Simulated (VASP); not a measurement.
# Ge (P6_3/mmc) in VASP: a series of runs

The runs below take Ge through single point, relaxation of cell and atoms, with PBEsol.

Program: VASP 6.6.1. These are calculated values, not measurements. Logs are shortened: lines on timing, memory, paths and dates and some standing lists are left out, and cuts for length are marked.

### Step 1. The cell of the first run

The structure is hexagonal, space group P6_3/mmc (No. 194). Conventional cell: a = 2.906 Å, b = 2.906 Å, c = 9.292 Å, α = 90.00°, β = 90.00°, γ = 120.00°. Ge (site symmetry -3m) has 12 Ge at 2.87 to 2.91 Å within 3.8 Å. Ge (site symmetry -6m2) has 12 Ge at 2.87 to 2.91 Å within 3.8 Å.

This isn't the form of Ge at room conditions, which is diamond.

### Step 2. Single point, PBEsol (16.99 Å³/atom)

Input file INCAR:

```
SYSTEM = Ge
ALGO = Normal ; EDIFF = 1E-7
ENCUT = 520 ; GGA = PS
ISIF = 2 ; ISMEAR = -1
LASPH = .True. ; LCHARG = .True.
LELF = .True. ; LREAL = .False.
LVHAR = .True. ; LWAVE = .False.
NBANDS = 36 ; NELM = 60
PREC = Accurate ; SIGMA = 0.1
```

Input file KPOINTS:

```
k-points
0
Gamma
  16 16 5
  0 0 0
```

Input file POSCAR:

```
Ge
1.0
    2.9060089856      0.0000000000      0.0000000000
   -1.4530044928      2.5166776051      0.0000000000
    0.0000000000      0.0000000000      9.2915070430
Ge
4
Direct
    0.0000000000      0.0000000000      1.0000000000
    0.0000000000      0.0000000000      0.5000000000
    0.3333333333      0.6666666667      0.2500000000
    0.6666666667      0.3333333333      0.7500000000
```

Potentials or basis: VASP PAW PBE potentials, release 64 (Ge_d).

Launch:

```bash
$ cat potpaw_PBE.64/Ge_d/POTCAR > POTCAR
$ mpirun -np 1 vasp_std > vasp.out
```

OUTCAR:

```text
SYSTEM = Ge
   EDIFF = 1E-7
   ENCUT = 520
   GGA = PS
   ISIF = 2
   ISMEAR = -1
   LASPH = .True.
   LREAL = .False.
   NELM = 60
   PREC = Accurate

 ion  position               nearest neighbor table
   1  0.000  0.000  0.000-   3 2.87   4 2.87   3 2.87   4 2.87   4 2.87   3 2.87
   2  0.000  0.000  0.500-   3 2.87   4 2.87   3 2.87   4 2.87   4 2.87   3 2.87
   3  0.333  0.667  0.250-   1 2.87   2 2.87   1 2.87   2 2.87   1 2.87   2 2.87
   4  0.667  0.333  0.750-   1 2.87   2 2.87   1 2.87   2 2.87   1 2.87   2 2.87

  LATTYP: Found a hexagonal cell.
 ALAT       =     2.9060089856
 C/A-ratio  =     3.1973428469

  Lattice vectors:

 A1 = (   2.9060089856,   0.0000000000,   0.0000000000)
 A2 = (  -1.4530044928,   2.5166776051,   0.0000000000)
 A3 = (   0.0000000000,   0.0000000000,   9.2915070430)

Analysis of symmetry for initial positions (statically):
=====================================================================
 Subroutine PRICEL returns:
 Original cell was already a primitive cell.

 Routine SETGRP: Setting up the symmetry group for a
 hexagonal supercell.

 Subroutine GETGRP returns: Found 24 space group operations
 (whereof 12 operations were pure point group operations)
 out of a pool of 24 trial point group operations.

The static configuration has the point symmetry D_3d.
 The point group associated with its full space group is D_6h.

Analysis of symmetry for dynamics (positions and initial velocities):
=====================================================================
 Subroutine PRICEL returns:
 Original cell was already a primitive cell.

 Routine SETGRP: Setting up the symmetry group for a
 hexagonal supercell.

 Subroutine GETGRP returns: Found 24 space group operations
 (whereof 12 operations were pure point group operations)
 out of a pool of 24 trial point group operations.

The dynamic configuration has the point symmetry D_3d.
 The point group associated with its full space group is D_6h.

 Subroutine INISYM returns: Found 24 space group operations
 (whereof 12 operations are pure point group operations),
 and found     1 'primitive' translations

----------------------------------------------------------------------------------------

                                     Primitive cell

  volume of cell :      67.9533

  direct lattice vectors                    reciprocal lattice vectors
     2.906008986  0.000000000  0.000000000     0.344114559  0.198674633  0.000000000
    -1.453004493  2.516677605  0.000000000     0.000000000  0.397349266  0.000000000
     0.000000000  0.000000000  9.291507043     0.000000000  0.000000000  0.107625167

  length of vectors
     2.906008986  2.906008986  9.291507043     0.397349266  0.397349266  0.107625167

  position of ions in fractional coordinates (direct lattice)
     0.000000000  0.000000000  0.000000000
     0.000000000  0.000000000  0.500000000
     0.333333333  0.666666667  0.250000000
     0.666666667  0.333333333  0.750000000

  ion indices of the primitive-cell ions
   primitive index   ion index
                 1           1
                 2           2
                 3           3
                 4           4

----------------------------------------------------------------------------------------

 KPOINTS: k-points

Automatic generation of k-mesh.
 Grid dimensions read from file:
 generate k-points for:   16   16    5

 Generating k-lattice:

  Cartesian coordinates                     Fractional coordinates (reciprocal lattice)
     0.021507160  0.012417165  0.000000000     0.062500000  0.000000000  0.000000000
     0.000000000  0.024834329  0.000000000     0.000000000  0.062500000  0.000000000
     0.000000000  0.000000000  0.021525033     0.000000000  0.000000000  0.200000000

  Length of vectors
     0.024834329  0.024834329  0.021525033

  Shift w.r.t. Gamma in fractional coordinates (k-lattice)
     0.000000000  0.000000000  0.000000000

 Subroutine IBZKPT returns following result:
 ===========================================

 Found     90 irreducible k-points:

 Following reciprocal coordinates:
            Coordinates               Weight
  0.000000  0.000000  0.000000      1.000000
  0.062500  0.000000  0.000000      6.000000
  0.125000  0.000000  0.000000      6.000000
  0.187500  0.000000  0.000000      6.000000
  0.250000  0.000000  0.000000      6.000000
  0.312500  0.000000  0.000000      6.000000
[... 16 lines left out ...]
  0.187500  0.187500  0.000000      6.000000
  0.250000  0.187500  0.000000     12.000000
 [... further k-points ...]
   k-points           NKPTS =     90   k-points in BZ     NKDIM =     90   number of bands    NBANDS=     36
   number of dos      NEDOS =    301   number of ions     NIONS =      4
   total plane-waves  NPLWV =  40320
   dimension x,y,z NGX =    24 NGY =   24 NGZ =   70
   dimension x,y,z NGXF=    48 NGYF=   48 NGZF=  140
   ions per type =               4
   NGX,Y,Z   is equivalent  to a cutoff of  13.73, 13.73, 12.52 a.u.
   NGXF,Y,Z  is equivalent  to a cutoff of  27.46, 27.46, 25.05 a.u.
 SYSTEM =  Ge
   PREC   = accura    normal or accurate (medium, high low for compatibility)
   ISTART =      0    job   : 0-new  1-cont  2-samecut
   ICHARG =      2    charge: 1-file 2-atom 10-const
   ISPIN  =      1    spin polarized calculation?
   LNONCOLLINEAR =      F non collinear calculations
   LSORBIT =      F    spin-orbit coupling
   LASPH  =      T    aspherical Exc in radial PAW
   ENCUT  =  520.0 eV  38.22 Ry    6.18 a.u.   5.40  5.40 17.28*2*pi/ulx,y,z
   NELM   =     60;   NELMIN=  2; NELMDL= -5     # of ELM steps
   EDIFF  = 0.1E-06   stopping-criterion for ELM
   LREAL  =      F    real-space projection
   EDIFFG = 0.1E-05   stopping-criterion for IOM
   NSW    =      0    number of steps for IOM
   IBRION =     -1    ionic relax: 0-MD 1-quasi-New 2-CG
   NFREE  =      0    steps in history (QN), initial steepest desc. (CG)
   ISIF   =      2    stress and relaxation
   ISYM   =      2    0-nonsym 1-usesym 2-fastsym
   POTIM  = 0.5000    time-step for ionic-motion
   TEBEG  =    0.0;   TEEND  =   0.0 temperature during run
   PSTRESS=    0.0 pullay stress
   NELECT =      56.0000    total number of electrons
   NUPDOWN=      -1.0000    fix difference up-down
   EMIN   =  10.00;   EMAX   =-10.00  energy-range for DOS
   EFERMI =   0.00;   METHOD = LEGACY
   ISMEAR =    -1;   SIGMA  =   0.10  broadening in eV -4-tet -1-fermi 0-gaus
   EFERMI_NEDOS =   21; number of points for ismear=-14 and -15
   IALGO  =     38    algorithm
   IMIX   =      4    mixing-type and parameters
     AMIX     =   0.40;   BMIX     =  1.00
     AMIX_MAG =   1.60;   BMIX_MAG =  1.00
  volume/ion in A,a.u.               =      16.99       114.64
  Fermi-wavevector in a.u.,A,eV,Ry     =   1.534855  2.900455 32.052319  2.355779
  Thomas-Fermi vector in A             =   2.641725
   LORBIT       =      0    0 simple, 1 ext, 2 COOP (PROOUT), +10 PAW based schemes
   GGA     = PS    functional components
   LHFCALC =     F    Hartree Fock is set to
   AEXX    =    0.0000 exact exchange contribution
   IVDW    =     0    specifies the selected vdW correction
   LEPSILON=     F    determine dielectric tensor
   LRPA    =     F    only Hartree local field effects (RPA)
 non-spin polarized calculation
  energy-cutoff  :      520.00
  volume of cell :       67.95
 maximum number of plane-waves:      1883
 NGX is ok and might be reduce to    24
   NGX = 11   NGY = 11   NGZ = 35

 number of electron      55.9999978 magnetization

 Free energy of the ion-electron system (eV)
  ---------------------------------------------------
  ext. energy  EPLUGINS =         0.00000000
  ---------------------------------------------------
  free energy    TOTEN  =       -18.50522208 eV

  energy without entropy =      -18.44285424  energy(sigma->0) =      -18.47403816

 E-fermi :   7.9158     XC(G=0): -11.9747

 val. band max:        7.8816422063   @ k =   0.0625   0.0625   0.2000
 cond. band min:       7.9561331670   @ k =   0.2500   0.1875   0.2000
 fundamental gap:      0.0744909607
 Fermi energy:         7.9157736237

 k-point     1 :       0.0000    0.0000    0.0000
  band No.  band energies     occupation
      1     -16.8725      2.00000
      2     -16.8683      2.00000
      3     -16.8578      2.00000
      4     -16.8578      2.00000
      5     -16.8470      2.00000
      6     -16.8470      2.00000
[... 28 lines left out ...]
     35      17.4713      0.00000
     36      18.3635      0.00000

 k-point     2 :       0.0625    0.0000    0.0000
  band No.  band energies     occupation
      1     -16.8701      2.00000
      2     -16.8690      2.00000
      3     -16.8576      2.00000
      4     -16.8536      2.00000
      5     -16.8495      2.00000
      6     -16.8479      2.00000
[... 28 lines left out ...]
     35      17.6276      0.00000
     36      18.1191      0.00000

 k-point     3 :       0.1250    0.0000    0.0000
  band No.  band energies     occupation
      1     -16.8733      2.00000
      2     -16.8687      2.00000
      3     -16.8541      2.00000
      4     -16.8515      2.00000
      5     -16.8509      2.00000
      6     -16.8418      2.00000
[... 28 lines left out ...]
     35      17.4216      0.00000
     36      17.7098      0.00000
[... 742 lines left out ...]
 k-point    23 :       0.1875    0.1875    0.0000
  band No.  band energies     occupation
      1     -16.8811      2.00000
      2     -16.8769      2.00000
      3     -16.8664      2.00000
      4     -16.8568      2.00000
      5     -16.8496      2.00000
      6     -16.8403      2.00000
[... 28 lines left out ...]
     35      13.0139      0.00000
     36      14.1122      0.00000

 k-point    24 :       0.2500    0.1875    0.0000
  band No.  band energies     occupation
      1     -16.8848      2.00000
      2     -16.8835      2.00000
      3     -16.8646      2.00000
      4     -16.8535      2.00000
      5     -16.8517      2.00000
      6     -16.8454      2.00000
[... 28 lines left out ...]
     35      12.9417      0.00000
     36      12.9957      0.00000

 [... further k-points ...]

------------------------ aborting loop because EDIFF is reached ----------------------------------------

  FORCE on cell =-STRESS in cart. coord.  units (eV):
  Direction    XX          YY          ZZ          XY          YZ          ZX
  --------------------------------------------------------------------------------------
  -------------------------------------------------------------------------------------
  Total        2.9746398      2.9746398      3.5487004      0.0000000     -0.0000000      0.0000000
  in kB       70.1349139     70.1349139     83.6698940      0.0000000     -0.0000000      0.0000000
  external PRESSURE =      74.6465739 kB  Pullay stress =       0.0000000 kB

 VOLUME and BASIS-vectors are now :
 -----------------------------------------------------------------------------
  energy-cutoff  :      520.00
  volume of cell :       67.95
      direct lattice vectors                 reciprocal lattice vectors
     2.906008986  0.000000000  0.000000000     0.344114559  0.198674633  0.000000000
    -1.453004493  2.516677605  0.000000000     0.000000000  0.397349266  0.000000000
     0.000000000  0.000000000  9.291507043     0.000000000  0.000000000  0.107625167

 POSITION                                       TOTAL-FORCE (eV/Angst)
 -----------------------------------------------------------------------------------
      0.00000      0.00000      0.00000         0.000000      0.000000      0.000000
      0.00000      0.00000      4.64575         0.000000      0.000000      0.000000
     -0.00000      1.67779      2.32288         0.000000     -0.000000     -0.000000
      1.45300      0.83889      6.96863        -0.000000      0.000000     -0.000000
 -----------------------------------------------------------------------------------
    total drift:                               -0.000000      0.000000      0.000000

  FREE ENERGIE OF THE ION-ELECTRON SYSTEM (eV)
  ---------------------------------------------------
  free  energy   TOTEN  =       -18.5052220812 eV

  energy  without entropy=      -18.4428542376  energy(sigma->0) =      -18.47403816
```

Wall time 2.6 min (1 thread of Intel Xeon Platinum 8488C (Sapphire Rapids), shared host); peak memory 0.28 GiB.

What came out:

```
Free energy            : -18.5052 eV
Pressure               : 7.5 GPa
Band gap on the k mesh : zero (bands 28 and 29 overlap by 10.46 eV)
```

Levels at points of the mesh, in eV from the Fermi level:
```
           k point  band 25  band 26  band 27  band 28  band 29  band 30  band 31  band 32
(0.00, 0.00, 0.00)    -6.21     1.68     1.69     7.20     7.20     8.09     8.09     8.36
(0.50, 0.00, 0.00)    -5.97    -5.60    -2.13    -1.78    -0.66     0.36     2.54     4.28
```

Caveat: the cell stands under pressure; the PAW data sets were made with another functional, which shifts forces and pressure a little.

### Step 3. Single point, PBEsol (17.73 Å³/atom)

This run uses another cell than the first one, of 17.73 Å³/atom.

Input file INCAR:

```
SYSTEM = Ge
PREC     = Accurate       ! precision mode
ENCUT    = 520            ! plane-wave cutoff, eV
EDIFF    = 1E-6           ! SCF threshold, eV
ISMEAR   = -1             ! smearing method
SIGMA    = 0.1            ! smearing width, eV
LREAL    = .False.        ! projectors in reciprocal space
LASPH    = .True.         ! aspherical terms in the spheres
NELM     = 80             ! most SCF steps
ALGO     = Normal         ! electronic algorithm
ISIF     = 2              ! what is computed and relaxed
LWAVE    = .False.        ! write WAVECAR
LCHARG   = .False.        ! write CHGCAR
GGA      = PS             ! functional
NBANDS   = 36             ! bands
```

Input file KPOINTS:

```
regular mesh
0
Gamma
  16 16 5
  0 0 0
```

Input file POSCAR:

```
Ge
1.0
    2.9475290092      0.0000000000      0.0000000000
   -1.4737645046      2.5526350004      0.0000000000
    0.0000000000      0.0000000000      9.4242607936
Ge
4
Direct
    0.0000000000      0.0000000000      1.0000000000
    0.0000000000      0.0000000000      0.5000000000
    0.3333333333      0.6666666667      0.2500000000
    0.6666666667      0.3333333333      0.7500000000
```

Potentials or basis: VASP PAW PBE potentials, release 64 (Ge_d).

Launch:

```bash
$ cat potpaw_PBE.64/Ge_d/POTCAR > POTCAR
$ mpirun -np 1 vasp_std > vasp.out
```

Run time: 2.4 min. Hardware: 1 thread of Intel Xeon Platinum 8488C (Sapphire Rapids), shared host; peak memory 0.29 GiB.

The run converged. Its results:

| Quantity | Value |
| --- | --- |
| Free energy | -18.6049 eV |
| Pressure | 3.6 GPa |
| Band gap on the k mesh | zero (bands 28 and 29 overlap by 9.99 eV) |

Stress tensor (GPa, compression positive):
```
3.21 0.00 0.00
0.00 3.21 0.00
0.00 0.00 4.30
```

Levels at points of the mesh, in eV from the Fermi level:
```
           k point  band 25  band 26  band 27  band 28  band 29  band 30  band 31  band 32
(0.00, 0.00, 0.00)    -5.93     1.61     1.61     6.90     6.90     7.76     7.76     8.01
(0.50, 0.00, 0.00)    -5.71    -5.34    -2.16    -1.76    -0.58     0.41     2.47     4.15
```

Caveat: the cell stands under pressure; the PAW data sets were made with another functional, which shifts forces and pressure a little.

### Step 4. Relaxation of cell and atoms, PBEsol

This run uses another cell than the first one, of 19.24 Å³/atom.

Input file INCAR:

```
ALGO = Normal ; EDIFF = 1E-6
EDIFFG = -0.01 ; ENCUT = 600
GGA = PS ; IBRION = 2
ISIF = 3 ; ISMEAR = -1
LASPH = True ; LCHARG = False
LREAL = False ; LWAVE = False
NELM = 100 ; NSW = 80
PREC = Accurate ; SIGMA = 0.1
```

Input file KPOINTS:

```
k-points
0
Gamma
  12 12 4
```

Input file POSCAR:

```
Ge
1.0
    3.0076538696      0.0000000000      0.0000000000
   -1.5038269348      2.6047046568      0.0000000000
    0.0000000000      0.0000000000      9.8229975381
Ge
4
Direct
    0.0000000000      0.0000000000      0.0000000000
    0.0000000000      0.0000000000      0.5000000000
    0.3333333333      0.6666666667      0.2500000000
    0.6666666667      0.3333333333      0.7500000000
```

Launch:

```bash
$ cat potpaw_PBE.64/Ge_d/POTCAR > POTCAR
$ mpirun -np 1 vasp_std > vasp.out
```

It took 25 min on 1 thread of Oxide Virtual Turin-like, shared host; peak memory 0.26 GiB.

It converged, with:

* Free energy: -18.6349 eV
* Relaxed volume: 18.50 Å³/atom
* Relaxed cell: a = 2.990 Å, b = 2.990 Å, c = 9.557 Å, α = 90.00°, β = 90.00°, γ = 120.00°
* Space group after relaxing (to 0.1 Å): P6_3/mmc (No. 194)
* Energy gained by relaxing: 6.2 meV/atom
* Ionic steps: 9
* Pressure after relaxing: 0.0 GPa
* Band gap on the k mesh: zero (bands 28 and 29 overlap by 9.90 eV)

Step by step:
```tsv
step	energy change (eV)	largest force (eV/Å)	pressure (GPa)	volume (Å³)
1	0.0000	0.0000	-2.70	76.95
2	-0.0223	0.0000	0.57	73.40
3	-0.0236	0.0000	0.03	74.08
4	-0.0236	0.0000	-0.09	74.13
5	-0.0237	0.0000	-0.19	74.13
6	-0.0239	0.0000	-0.26	74.10
7	-0.0244	0.0000	-0.11	74.05
8	-0.0246	0.0000	-0.17	73.94
9	-0.0247	0.0000	0.02	73.98
```

Final structure:
```xyz
4
Lattice="2.9897 0.0000 0.0000 -1.4949 2.5892 0.0000 0.0000 0.0000 9.5574" Properties=species:S:1:pos:R:3 pbc="T T T"
Ge    0.0000    0.0000    0.0000
Ge    0.0000    0.0000    4.7787
Ge    0.0000    1.7261    2.3894
Ge    1.4949    0.8631    7.1681
```

Levels at points of the mesh, in eV from the Fermi level:
```tsv
k point	band 24	band 25	band 26	band 27	band 28	band 29	band 30	band 31	band 32	band 33
(0.00, 0.00, 0.00)	-7.65	-5.58	1.60	1.61	6.69	6.69	7.52	7.52	7.73	7.73
(0.50, 0.00, 0.00)	-6.24	-5.38	-5.03	-2.11	-1.67	-0.43	0.52	2.48	4.09	4.10
(0.00, 0.00, 0.50)	-9.69	-2.75	-2.75	6.44	6.44	6.95	6.95	6.95	6.95	8.43
(0.50, 0.00, 0.50)	-6.92	-4.11	-4.11	-3.50	-3.50	1.94	1.94	2.89	2.89	3.50
```

Caveat: the PAW data sets were made with another functional, which shifts forces and pressure a little.

### Step 5. The runs side by side

| task | cell | k mesh | cutoff (eV) | gap on the mesh (eV) | pressure (GPa) |
| --- | --- | --- | --- | --- | --- |
| single point | a = 2.906, b = 2.906, c = 9.292 Å, angles 90.0, 90.0, 120.0°, 4 atoms | 16 × 16 × 5 | 520 | none | 7.5 |
| single point | a = 2.948, b = 2.948, c = 9.424 Å, angles 90.0, 90.0, 120.0°, 4 atoms | 16 × 16 × 5 | 520 | none | 3.6 |
| relaxation of cell and atoms | relaxed from a = 3.008, b = 3.008, c = 9.823 Å, angles 90.0, 90.0, 120.0°, 4 atoms | 12 × 12 × 4 | 600 | none | 0.0 |

Alike in all rows: level PBEsol; potentials or basis VASP PAW PBE potentials, release 64 (Ge_d); no spin polarisation; smearing fermi-dirac 0.1 eV.

Caveats: the PAW data sets were made with another functional, which shifts forces and pressure a little; the cell stands under pressure (at least some runs).

Absolute energies hang on the potentials; compare differences alone.

The gap in the log of VASP goes by the Fermi energy; the results here count the filled bands.